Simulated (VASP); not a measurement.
**WS2: single point with PBE+D3(BJ)**

System: WS2, a slab with vacuum.

```
S W
1.0
     3.15974    0.00000    0.00000
    -1.57987    2.73642    0.00000
     0.00000    0.00000   45.20729
S W
4 2
Direct
  0.33333 0.66667 0.39139
  0.33333 0.66667 0.46107
  0.33333 0.66667 0.53893
  0.33333 0.66667 0.60861
  0.66667 0.33333 0.42625
  0.66667 0.33333 0.57375
```

```
Program             : VASP 6.6.1
Task                : single point
Functional          : PBE
Dispersion          : D3(BJ)
Potentials or basis : VASP PAW PBE potentials, release 64 (S, W_sv)
Cutoff              : 520 eV
k mesh              : 12 × 12 × 1
Occupations         : gaussian, width 0.02 eV
Spin                : no spin polarisation
```

The band gap on the k mesh is 1.66 eV (least direct gap 1.90 eV). The dispersion energy per atom is -0.349 eV.

Forces in eV/Å, atoms in the order of the input:
```
S    0.000  0.000  0.002
S    0.000  0.000  0.000
S    0.000  0.000  0.000
S    0.000  0.000 -0.002
W    0.000  0.000 -0.002
W    0.000  0.000  0.002
```

Levels at points of the mesh, in eV from the valence-band top:
| k point | band 22 | band 23 | band 24 | band 25 | band 26 | band 27 | band 28 | band 29 | band 30 | band 31 |
| --- | --- | --- | --- | --- | --- | --- | --- | --- | --- | --- |
| (0.00, 0.00, 0.00) | -1.76 | -1.75 | -1.75 | -0.50 | 0.00 | 2.73 | 2.73 | 2.76 | 2.76 | 2.86 |
| (0.50, 0.00, 0.00) | -2.20 | -1.43 | -1.39 | -1.23 | -1.03 | 2.76 | 2.77 | 3.10 | 3.23 | 3.70 |

It took 4.4 min on 1 thread of Intel(R) Xeon(R) 6975P-C (Granite Rapids) (shared host), peak memory 0.58 GiB.

Caveat: spin-orbit coupling is left out, which moves the levels of the heavy elements.
